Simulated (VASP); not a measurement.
# Y2LuN3: single point with PBE

Y2LuN3:

```
CELL_PARAMETERS angstrom
3.32702 0.00000 0.00000
0.00000 3.32702 0.00000
0.00000 0.00000 9.27259
ATOMIC_POSITIONS crystal
Y 0.00000 0.50000 0.63233
Y 0.50000 0.00000 0.36767
Lu 0.00000 0.00000 0.00000
N 0.50000 0.50000 0.00000
N 0.00000 0.50000 0.37948
N 0.50000 0.00000 0.62052
```

The cell was built from a structure type or drawn by symmetry, and may not be a known phase.

```json
{"Program": "VASP 6.6.1", "Task": "single point", "Functional": "PBE", "Potentials or basis": "VASP PAW PBE potentials, release 64 (Y_sv, Lu, N)", "Cutoff": "520 eV", "k mesh": "6 × 6 × 2", "Occupations": "gaussian, width 0.1 eV", "Spin": "no spin polarisation"}
```

```yaml
Pressure: 0.2 GPa
Largest_force: 0.010 eV/Å
Band_gap_on_the_k_mesh: zero (bands 31 and 32 overlap by 0.04 eV)
```

Forces on the atoms (eV/Å):
```
Y    0.000  0.000  0.002
Y    0.000  0.000 -0.002
Lu   0.000  0.000  0.000
N    0.000  0.000  0.000
N    0.000  0.000  0.010
N    0.000  0.000 -0.010
```

Levels at points of the mesh, in eV from the Fermi level:
```
           k point  band 28  band 29  band 30  band 31  band 32  band 33  band 34  band 35
(0.00, 0.00, 0.00)    -0.44    -0.05    -0.05    -0.01    -0.01     0.58     1.10     1.92
(0.50, 0.00, 0.00)    -2.37    -2.31    -2.25    -1.57     1.17     3.29     3.92     5.00
(0.50, 0.50, 0.00)    -1.29    -0.87    -0.56    -0.24     0.71     1.89     1.96     1.96
(0.00, 0.00, 0.50)    -0.08    -0.08     0.04     0.04     0.53     1.12     1.22     2.01
(0.50, 0.00, 0.50)    -2.37    -2.30    -2.21    -1.81     1.64     2.91     3.90     5.02
(0.50, 0.50, 0.50)    -0.99    -0.74    -0.64    -0.47     1.47     1.63     1.63     1.92
```

Run time: 58 s on 1 thread of Intel(R) Xeon(R) 6975P-C (Granite Rapids), with other jobs on the host, peak memory 0.28 GiB.

Caveat: spin-orbit coupling is left out, which moves the levels of the heavy elements.
